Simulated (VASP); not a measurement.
Set up this calculation in VASP 6.6.1, as the native input.

* Task: single point
* Functional: PBE
* Potentials or basis: VASP PAW PBE potentials, release 64 (Zr_sv)
* Cutoff: 520 eV
* k mesh: 11 × 11 × 11
* Occupations: fermi-dirac, width 0.05 eV
* Spin: no spin polarisation
* Dipole correction: no
* Further INCAR settings: ALGO = Normal; EDIFF = 1e-06; NBANDS = 19

The structure of Zr lies in POSCAR:

```
Zr
1.0
    0.0000000000      3.0908578350      3.0908578350
    3.0908578350      0.0000000000      3.0908578350
    3.0908578350      3.0908578350      0.0000000000
Zr
2
Direct
   -0.1250000000     -0.1250000000     -0.1250000000
    0.1250000000      0.1250000000      0.1250000000
```

This isn't the form of Zr at room conditions, which is hcp.

These files were run (other wordings do the same):

INCAR

```
SYSTEM = Zr
ALGO = Normal
EDIFF = 1E-6
ENCUT = 520
GGA = PE
ISIF = 2
ISMEAR = -1
LASPH = .True.
LCHARG = .True.
LELF = .True.
LREAL = .False.
LVHAR = .True.
LWAVE = .False.
NBANDS = 19
NELM = 80
PREC = Accurate
SIGMA = 0.05
```

KPOINTS

```
k-points
0
Gamma
  11 11 11
  0 0 0
```

Potentials or basis: VASP PAW PBE potentials, release 64 (Zr_sv).

Launch:

```bash
$ cat potpaw_PBE.64/Zr_sv/POTCAR > POTCAR
$ mpirun -np 1 vasp_std > vasp.out
```

Results of the run:

```
Pressure               : 1.9 GPa
Band gap on the k mesh : zero (bands 12 and 13 overlap by 0.21 eV)
```

Wall time 110 s on 1 thread of AMD EPYC 7R13 (shared host), peak memory 0.19 GiB.
